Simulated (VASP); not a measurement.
# Zr (P6_3/mmc) in VASP: settings compared

The runs below take Zr through single point, with LDA, PBE-based screened hybrid, PBE, RPBE+D4.

Everything below comes from runs of VASP 6.6.1. Logs are shortened: lines on timing, memory, paths and dates and some standing lists are left out, and cuts for length are marked.

## Step 1: The cell of the first run

It takes space group P6_3/mmc (No. 194, hexagonal). Conventional cell: a = 3.232 Å, b = 3.232 Å, c = 5.147 Å, α = 90.00°, β = 90.00°, γ = 120.00°. Within 4.2 Å of Zr (site symmetry -6m2) lie 12 Zr at 3.18 to 3.23 Å.

## Step 2: Single point, LDA, non-collinear spin, zero start, spin-orbit coupling

Input file INCAR:

```
SYSTEM = Zr
PREC     = Accurate       ! precision mode
ENCUT    = 520            ! plane-wave cutoff, eV
EDIFF    = 1E-6           ! SCF threshold, eV
ISMEAR   = -1             ! smearing method
SIGMA    = 0.05           ! smearing width, eV
LREAL    = .FALSE.        ! projectors in reciprocal space
LASPH    = .TRUE.         ! aspherical terms in the spheres
NELM     = 150            ! most SCF steps
ALGO     = Normal         ! electronic algorithm
ISIF     = 2              ! what is computed and relaxed
LWAVE    = .FALSE.        ! write WAVECAR
LCHARG   = .TRUE.         ! write CHGCAR
MAGMOM   = 0 0 0 0 0 0    ! initial moments
LORBIT   = 11             ! projections on sites
LSORBIT  = .TRUE.         ! spin-orbit coupling
GGA_COMPAT= .FALSE.      
LORBMOM  = .TRUE.       
LMAXMIX  = 4              ! l up to which the mixer works
LVHAR    = .TRUE.       
NBANDS   = 36             ! bands
```

Input file KPOINTS:

```
Automatic mesh
0
G
  7 7 4
  0 0 0
```

Input file POSCAR:

```
Zr
1.0
    3.2320000000      0.0000000000      0.0000000000
   -1.6160000000      2.7989941050      0.0000000000
    0.0000000000      0.0000000000      5.1470000000
Zr
2
Direct
    0.6666666667      0.3333333333      0.7500000000
    0.3333333333      0.6666666667      0.2500000000
```

Potentials or basis: VASP PAW LDA potentials, release 64 (Zr_sv).

Command:

```bash
$ cat potpaw_LDA.64/Zr_sv/POTCAR > POTCAR
$ mpirun -np 1 vasp_ncl > vasp.out
```

OUTCAR:

```text
SYSTEM = Zr
   PREC = Accurate
   ENCUT = 520
   EDIFF = 1E-6
   ISMEAR = -1
   LREAL = .FALSE.
   LASPH = .TRUE.
   NELM = 150
   ISIF = 2
   LORBIT = 11
   LSORBIT = .TRUE.

 ion  position               nearest neighbor table
   1  0.667  0.333  0.750-   2 3.18   2 3.18   2 3.18   2 3.18   2 3.18   2 3.18
   2  0.333  0.667  0.250-   1 3.18   1 3.18   1 3.18   1 3.18   1 3.18   1 3.18

  LATTYP: Found a hexagonal cell.
 ALAT       =     3.2320000000
 C/A-ratio  =     1.5925123762

  Lattice vectors:

 A1 = (   3.2320000000,   0.0000000000,   0.0000000000)
 A2 = (  -1.6160000000,   2.7989941050,   0.0000000000)
 A3 = (   0.0000000000,   0.0000000000,   5.1470000000)

Analysis of symmetry for initial positions (statically):
=====================================================================
 Subroutine PRICEL returns:
 Original cell was already a primitive cell.

 Routine SETGRP: Setting up the symmetry group for a
 hexagonal supercell.

 Subroutine GETGRP returns: Found 24 space group operations
 (whereof 12 operations were pure point group operations)
 out of a pool of 24 trial point group operations.

The static configuration has the point symmetry D_3d.
 The point group associated with its full space group is D_6h.

Analysis of symmetry for dynamics (positions and initial velocities):
=====================================================================
 Subroutine PRICEL returns:
 Original cell was already a primitive cell.

 Routine SETGRP: Setting up the symmetry group for a
 hexagonal supercell.

 Subroutine GETGRP returns: Found 24 space group operations
 (whereof 12 operations were pure point group operations)
 out of a pool of 24 trial point group operations.

The dynamic configuration has the point symmetry D_3d.
 The point group associated with its full space group is D_6h.

Analysis of structural, dynamic, and magnetic symmetry:
=====================================================================
 Subroutine PRICEL returns:
 Original cell was already a primitive cell.

 Routine SETGRP: Setting up the symmetry group for a
 hexagonal supercell.

 Subroutine GETGRP returns: Found 24 space group operations
 (whereof 12 operations were pure point group operations)
 out of a pool of 24 trial point group operations.

The overall configuration has the point symmetry D_3d.
 The point group associated with its full space group is D_6h.

 Subroutine INISYM returns: Found 24 space group operations
 (whereof 12 operations are pure point group operations),
 and found     1 'primitive' translations

----------------------------------------------------------------------------------------

                                     Primitive cell

  volume of cell :      46.5616

  direct lattice vectors                    reciprocal lattice vectors
     3.232000000  0.000000000  0.000000000     0.309405941  0.178635603  0.000000000
    -1.616000000  2.798994105  0.000000000     0.000000000  0.357271206  0.000000000
     0.000000000  0.000000000  5.147000000     0.000000000  0.000000000  0.194287935

  length of vectors
     3.232000000  3.232000000  5.147000000     0.357271206  0.357271206  0.194287935

  position of ions in fractional coordinates (direct lattice)
     0.666666667  0.333333333  0.750000000
     0.333333333  0.666666667  0.250000000

  ion indices of the primitive-cell ions
   primitive index   ion index
                 1           1
                 2           2

----------------------------------------------------------------------------------------

 KPOINTS: Automatic mesh

Automatic generation of k-mesh.
 Grid dimensions read from file:
 generate k-points for:    7    7    4

 Generating k-lattice:

  Cartesian coordinates                     Fractional coordinates (reciprocal lattice)
     0.044200849  0.025519372  0.000000000     0.142857143 -0.000000000  0.000000000
[... 99 lines left out ...]

 number of electron      24.0000000 magnetization      -0.0000000      0.0000000     -0.0000000

 Free energy of the ion-electron system (eV)
  ---------------------------------------------------
  ext. energy  EPLUGINS =         0.00000000
  ---------------------------------------------------
  free energy    TOTEN  =       -18.67973098 eV

  energy without entropy =      -18.65733152  energy(sigma->0) =      -18.66853125

 E-fermi :   8.8458     XC(G=0): -11.2949

 val. band max:        8.8389122717   @ k =   0.0000   0.0000   0.5000
 cond. band min:       8.8584563470   @ k =   0.2857   0.2857   0.2500
 fundamental gap:      0.0195440753
 Fermi energy:         8.8457676049

 k-point     1 :       0.0000    0.0000    0.0000
  band No.  band energies     occupation
      1     -39.7672      1.00000
      2     -39.7672      1.00000
      3     -39.6084      1.00000
      4     -39.6084      1.00000
      5     -19.1252      1.00000
      6     -19.1252      1.00000
[... 925 lines left out ...]
     35      13.3813      0.00000
     36      13.3813      0.00000

------------------------ aborting loop because EDIFF is reached ----------------------------------------

  FORCE on cell =-STRESS in cart. coord.  units (eV):
  Direction    XX          YY          ZZ          XY          YZ          ZX
  --------------------------------------------------------------------------------------
  -------------------------------------------------------------------------------------
  Total       -1.7160611     -1.7160611     -1.7566360      0.0000000     -0.0000000      0.0000000
  in kB      -59.0494454    -59.0494454    -60.4456235      0.0000000     -0.0000000      0.0000000
  external PRESSURE =     -59.5148381 kB  Pullay stress =       0.0000000 kB

 VOLUME and BASIS-vectors are now :
 -----------------------------------------------------------------------------
  energy-cutoff  :      520.00
  volume of cell :       46.56
      direct lattice vectors                 reciprocal lattice vectors
     3.232000000  0.000000000  0.000000000     0.309405941  0.178635603  0.000000000
    -1.616000000  2.798994105  0.000000000     0.000000000  0.357271206  0.000000000
     0.000000000  0.000000000  5.147000000     0.000000000  0.000000000  0.194287935

 POSITION                                       TOTAL-FORCE (eV/Angst)
 -----------------------------------------------------------------------------------
      1.61600      0.93300      3.86025         0.000000     -0.000000     -0.000000
     -0.00000      1.86600      1.28675        -0.000000      0.000000      0.000000
 -----------------------------------------------------------------------------------
    total drift:                                0.000000      0.000000     -0.000000

  FREE ENERGIE OF THE ION-ELECTRON SYSTEM (eV)
  ---------------------------------------------------
  free  energy   TOTEN  =       -18.6797309768 eV

  energy  without entropy=      -18.6573315169  energy(sigma->0) =      -18.66853125

 orbital moment (x)

 # of ion     p       d       tot
 ----------------------------------------
  1         0.000  -0.000  -0.000
  2        -0.000  -0.000  -0.000
 ----------------------------------------
           -0.000  -0.000  -0.000

 orbital moment (y)

 # of ion     p       d       tot
 ----------------------------------------
  1        -0.000   0.000   0.000
  2         0.000   0.000   0.000
 ----------------------------------------
           -0.000   0.000   0.000

 orbital moment (z)

 # of ion     p       d       tot
 ----------------------------------------
  1         0.000   0.000   0.000
  2         0.000   0.000   0.000
 ----------------------------------------
            0.000   0.000   0.000

 Spin-Orbit-Coupling matrix elements

 Ion:    1  E_soc:     -0.1499056
 l=   1
     0.0000000    -0.0242201    -0.0242873
    -0.0242201     0.0000000    -0.0242201
    -0.0242873    -0.0242201     0.0000000
 l=   2
     0.0000000    -0.0001298     0.0000000    -0.0001298    -0.0006253
    -0.0001298     0.0000000    -0.0004695    -0.0001418    -0.0001298
     0.0000000    -0.0004695     0.0000000    -0.0004695     0.0000000
    -0.0001298    -0.0001418    -0.0004695     0.0000000    -0.0001298
    -0.0006253    -0.0001298     0.0000000    -0.0001298     0.0000000
 l=   3
     0.0000000     0.0000000     0.0000000     0.0000000     0.0000000     0.0000000     0.0000000
     0.0000000     0.0000000     0.0000000     0.0000000     0.0000000     0.0000000     0.0000000
     0.0000000     0.0000000     0.0000000     0.0000000     0.0000000     0.0000000     0.0000000
     0.0000000     0.0000000     0.0000000     0.0000000     0.0000000     0.0000000     0.0000000
     0.0000000     0.0000000     0.0000000     0.0000000     0.0000000     0.0000000     0.0000000
     0.0000000     0.0000000     0.0000000     0.0000000     0.0000000     0.0000000     0.0000000
     0.0000000     0.0000000     0.0000000     0.0000000     0.0000000     0.0000000     0.0000000

 Ion:    2  E_soc:     -0.1499056
 l=   1
     0.0000000    -0.0242201    -0.0242873
    -0.0242201     0.0000000    -0.0242201
    -0.0242873    -0.0242201     0.0000000
 l=   2
     0.0000000    -0.0001298     0.0000000    -0.0001298    -0.0006253
    -0.0001298     0.0000000    -0.0004695    -0.0001418    -0.0001298
     0.0000000    -0.0004695     0.0000000    -0.0004695     0.0000000
    -0.0001298    -0.0001418    -0.0004695     0.0000000    -0.0001298
    -0.0006253    -0.0001298     0.0000000    -0.0001298     0.0000000
 l=   3
     0.0000000     0.0000000     0.0000000     0.0000000     0.0000000     0.0000000     0.0000000
     0.0000000     0.0000000     0.0000000     0.0000000     0.0000000     0.0000000     0.0000000
     0.0000000     0.0000000     0.0000000     0.0000000     0.0000000     0.0000000     0.0000000
     0.0000000     0.0000000     0.0000000     0.0000000     0.0000000     0.0000000     0.0000000
     0.0000000     0.0000000     0.0000000     0.0000000     0.0000000     0.0000000     0.0000000
     0.0000000     0.0000000     0.0000000     0.0000000     0.0000000     0.0000000     0.0000000
     0.0000000     0.0000000     0.0000000     0.0000000     0.0000000     0.0000000     0.0000000

 total charge

# of ion       s       p       d       tot
------------------------------------------
    1        2.237   5.957   1.647   9.841
    2        2.237   5.957   1.647   9.841
--------------------------------------------------
tot          4.474  11.915   3.294  19.683

 magnetization (x)

# of ion       s       p       d       tot
------------------------------------------
    1        0.000   0.000  -0.000  -0.000
    2        0.000   0.000  -0.000  -0.000
--------------------------------------------------
tot          0.000   0.000  -0.000  -0.000

 magnetization (y)

# of ion       s       p       d       tot
------------------------------------------
    1        0.000   0.000  -0.000  -0.000
    2        0.000   0.000  -0.000  -0.000
--------------------------------------------------
tot          0.000   0.000  -0.000  -0.000

 magnetization (z)

# of ion       s       p       d       tot
------------------------------------------
    1        0.000   0.000   0.000   0.000
    2        0.000   0.000   0.000   0.000
--------------------------------------------------
tot          0.000   0.000   0.000   0.000
```

It took 1.8 min on 1 thread of AMD EPYC 7R13, shared host; peak memory 0.2 GiB.

Results:

* Free energy: -18.6797 eV
* Pressure: -6.0 GPa
* Net moment: 0.00 μB per cell
* Valence electrons inside the program's atomic spheres: Zr 9.84

Stress tensor (GPa, compression positive):
```
-5.90  0.00  0.00
 0.00 -5.90  0.00
 0.00  0.00 -6.04
```

Moments on the atoms (μB; x, y, z):
```
Zr  0.00 0.00 0.00
Zr  0.00 0.00 0.00
```

## Step 3: Single point, PBE-based screened hybrid

POSCAR is that of step 2.

Input file INCAR.step1:

```
SYSTEM = Zr
ALGO = Normal ; EDIFF = 1E-5
ENCUT = 520 ; GGA = PE
ISIF = 2 ; ISMEAR = -1
LASPH = .TRUE. ; LCHARG = .FALSE.
LREAL = .FALSE. ; LWAVE = .TRUE.
NBANDS = 19 ; NELM = 80
PREC = Accurate ; SIGMA = 0.05
```

Input file INCAR.step2:

```
SYSTEM = Zr
AEXX = 0.25 ; ALGO = Normal
EDIFF = 1E-6 ; ENCUT = 520
GGA = PE ; HFSCREEN = 0.3
ISIF = 2 ; ISMEAR = -1
ISTART = 1 ; LASPH = .TRUE.
LCHARG = .FALSE. ; LHFCALC = .TRUE.
LREAL = .FALSE. ; LWAVE = .FALSE.
NBANDS = 19 ; NELM = 80
PREC = Accurate ; PRECFOCK = Normal
SIGMA = 0.05
```

Input file KPOINTS:

```
k-points
0
G
  5 5 3
  0 0 0
```

Potentials or basis: VASP PAW PBE potentials, release 64 (Zr_sv).

Command:

```bash
$ cat potpaw_PBE.64/Zr_sv/POTCAR > POTCAR
$ cp INCAR.step1 INCAR
$ mpirun -np 1 vasp_std > vasp.out
$ cp INCAR.step2 INCAR
$ mpirun -np 1 vasp_std > vasp.out
```

OUTCAR:

```text
SYSTEM = Zr
   AEXX = 0.25
   EDIFF = 1E-6
   ENCUT = 520
   GGA = PE
   HFSCREEN = 0.3
   ISIF = 2
   ISMEAR = -1
   ISTART = 1
   LASPH = .TRUE.
   LHFCALC = .TRUE.
   LREAL = .FALSE.
   NELM = 80
   PREC = Accurate
   PRECFOCK = Normal

 ion  position               nearest neighbor table
   1  0.667  0.333  0.750-   2 3.18   2 3.18   2 3.18   2 3.18   2 3.18   2 3.18
   2  0.333  0.667  0.250-   1 3.18   1 3.18   1 3.18   1 3.18   1 3.18   1 3.18

  LATTYP: Found a hexagonal cell.
[... 404 lines left out ...]
------------------------ aborting loop because EDIFF is reached ----------------------------------------

  FORCE on cell =-STRESS in cart. coord.  units (eV):
  Direction    XX          YY          ZZ          XY          YZ          ZX
  --------------------------------------------------------------------------------------
  -------------------------------------------------------------------------------------
  Total        0.4525573      0.4525573     -0.4288598      0.0000000      0.0000000      0.0000000
  in kB       15.5724406     15.5724406    -14.7570105      0.0000000      0.0000000      0.0000000
  external PRESSURE =       5.4626236 kB  Pullay stress =       0.0000000 kB

 VOLUME and BASIS-vectors are now :
 -----------------------------------------------------------------------------
  energy-cutoff  :      520.00
  volume of cell :       46.56
      direct lattice vectors                 reciprocal lattice vectors
     3.232000000  0.000000000  0.000000000     0.309405941  0.178635603  0.000000000
    -1.616000000  2.798994105  0.000000000     0.000000000  0.357271206  0.000000000
     0.000000000  0.000000000  5.147000000     0.000000000  0.000000000  0.194287935

 POSITION                                       TOTAL-FORCE (eV/Angst)
 -----------------------------------------------------------------------------------
      1.61600      0.93300      3.86025         0.000000     -0.000000     -0.000000
     -0.00000      1.86600      1.28675        -0.000000      0.000000      0.000000
 -----------------------------------------------------------------------------------
    total drift:                               -0.000000     -0.000000     -0.000001

  FREE ENERGIE OF THE ION-ELECTRON SYSTEM (eV)
  ---------------------------------------------------
  free  energy   TOTEN  =       -18.9883251487 eV

  energy  without entropy=      -18.9688609369  energy(sigma->0) =      -18.97859304
```

OUTCAR.step1:

```text
SYSTEM = Zr
   EDIFF = 1E-5
   ENCUT = 520
   GGA = PE
   ISIF = 2
   ISMEAR = -1
   LASPH = .TRUE.
[... 426 lines left out ...]
      1.61600      0.93300      3.86025         0.000000     -0.000000      0.000000
     -0.00000      1.86600      1.28675        -0.000000      0.000000      0.000000
 -----------------------------------------------------------------------------------
    total drift:                               -0.000000      0.000000     -0.000000

  FREE ENERGIE OF THE ION-ELECTRON SYSTEM (eV)
  ---------------------------------------------------
  free  energy   TOTEN  =       -17.0512291346 eV

  energy  without entropy=      -17.0318927786  energy(sigma->0) =      -17.04156096
```

Run time: 29 min. Hardware: 1 thread of AMD EPYC 7R13, shared host; peak memory 0.24 GiB.

Results:

```
Free energy            : -18.9883 eV
Pressure               : 0.5 GPa
Band gap on the k mesh : zero (band 12 reaches 10.17 eV, above the bottom of band 13 at 8.91 eV)
```

Levels at points of the mesh, in eV from the Fermi level:
| k point | band 9 | band 10 | band 11 | band 12 | band 13 | band 14 | band 15 | band 16 |
| --- | --- | --- | --- | --- | --- | --- | --- | --- |
| (0.00, 0.00, 0.00) | -6.44 | -3.33 | 1.03 | 1.21 | 1.21 | 1.45 | 2.03 | 2.03 |

Caveat: the k points lie up to 0.45 Å⁻¹ apart; the PAW data sets were made with another functional, which shifts forces and pressure a little.

(Part 1 of 2 ends here.)
